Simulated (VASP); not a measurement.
## Mn: single point with PBEsol

The system is Mn.

```
Mn
1.0
     2.45351    0.00000    0.00000
    -1.22675    2.12480    0.00000
     0.00000    0.00000    3.96344
Mn
2
Direct
  0.33333 0.66667 0.25000
  0.66667 0.33333 0.75000
```

This isn't the form of Mn at room conditions, which is a 58-atom cubic cell.

```json
{
 "Program": "VASP 6.6.1",
 "Task": "single point",
 "Functional": "PBEsol",
 "Potentials or basis": "VASP PAW PBE potentials, release 64 (Mn_pv)",
 "Cutoff": "520 eV",
 "k mesh": "17 × 17 × 9",
 "Occupations": "fermi-dirac, width 0.1 eV",
 "Spin": "no spin polarisation",
 "Dipole correction": "no",
 "Further INCAR settings": "ALGO = Normal; EDIFF = 1e-06; NBANDS = 20"
}
```

```json
{"Pressure": "0.0 GPa", "Band gap on the k mesh": "zero (bands 13 and 14 overlap by 2.07 eV)"}
```

Stress tensor (GPa, compression positive):
```
 0.05  0.00  0.00
 0.00  0.05  0.00
 0.00  0.00 -0.19
```

Levels at points of the mesh, in eV from the Fermi level:
```
           k point  band 11  band 12  band 13  band 14  band 15  band 16
(0.00, 0.00, 0.00)    -1.01    -0.51    -0.51     0.04     0.04     0.81
```

Run time: 78 s on 1 thread of Intel Xeon 8259CL (shared host), peak memory 0.17 GiB.

Caveat: the PAW data sets were made with another functional, which shifts forces and pressure a little; the run has no spin polarisation, though such a crystal can be magnetic. Spin polarisation is off, so any magnetic state and its effect on volume and gap are missing.
